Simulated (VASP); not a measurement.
BaTiO3, 5 atoms in the cell. The structure is cubic, space group Pm-3m (No. 221). The conventional cell has a = 4.019 Å, b = 4.019 Å, c = 4.019 Å, α = 90.00°, β = 90.00°, γ = 90.00°. Within 3.7 Å of Ba (site symmetry m-3m) lie 12 O at 2.84 Å and 8 Ti at 3.48 Å. Within 2.7 Å of Ti (site symmetry m-3m) lie 6 O at 2.01 Å. O (site symmetry 4/mmm) has 2 Ti at 2.01 Å within 2.7 Å. 

```yaml
Program: VASP 6.6.1
Task: single point
Functional: PBE
Potentials_or_basis: VASP PAW PBE potentials, release 64 (Ba_sv, Ti_sv, O)
Cutoff: 520 eV
k_mesh: 8 × 8 × 8
Occupations: gaussian, width 0.02 eV
Spin: no spin polarisation
Dipole_correction: no
Further_INCAR_settings: ALGO = Normal; EDIFF = 1e-06; NBANDS = 28
```

Potentials or basis: VASP PAW PBE potentials, release 64 (Ba_sv, Ti_sv, O).

Launch:

```console
$ cat potpaw_PBE.64/Ba_sv/POTCAR potpaw_PBE.64/Ti_sv/POTCAR potpaw_PBE.64/O/POTCAR > POTCAR
$ mpirun -np 1 vasp_std > vasp.out
```

Hardware: 1 thread of AMD EPYC 9R14 (Zen 4), on a shared host.

Problem. How long does it take, and how much memory?

Solution. Run time: 37 s on 1 thread of AMD EPYC 9R14 (Zen 4), on a shared host, peak memory 0.17 GiB. Counts: scf iterations 15, k points 35.
